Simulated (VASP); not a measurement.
Here is a VASP 6.6.1 calculation.

File INCAR:

```
SYSTEM = BiTe
ALGO = Normal
EDIFF = 1E-6
ENCUT = 520
GGA = PS
ISIF = 2
ISMEAR = 0
LASPH = .TRUE.
LCHARG = .FALSE.
LREAL = .FALSE.
LWAVE = .FALSE.
NBANDS = 18
NELM = 80
PREC = Accurate
SIGMA = 0.15
```

File KPOINTS:

```
k-points
0
G
  18 18 18
  0 0 0
```

Contents of POSCAR:

```
BiTe
1.0
    2.3242204477      1.3418893011      3.4047170447
   -2.3242204477      1.3418893011      3.4047170447
    0.0000000000     -2.6837786023      3.4047170447
Bi Te
1 1
Direct
    0.5000000000      0.5000000000      0.5000000000
    0.0000000000      0.0000000000      0.0000000000
```

Potentials or basis: VASP PAW PBE potentials, release 64 (Bi_d, Te).

Launch:

```sh
$ cat potpaw_PBE.64/Bi_d/POTCAR potpaw_PBE.64/Te/POTCAR > POTCAR
$ mpirun -np 1 vasp_std > vasp.out
```

Predict the band gap on the k mesh.

zero (an odd number of electrons rules out a gap without spin polarisation).

What does it give for the pressure?

1.1 GPa.

Stress tensor (GPa, compression positive):
```
1.38 0.00 0.00
0.00 1.38 0.00
0.00 0.00 0.47
```

Caveat: the PAW data sets were made with another functional, which shifts forces and pressure a little; spin-orbit coupling is left out, which moves the levels of the heavy elements.
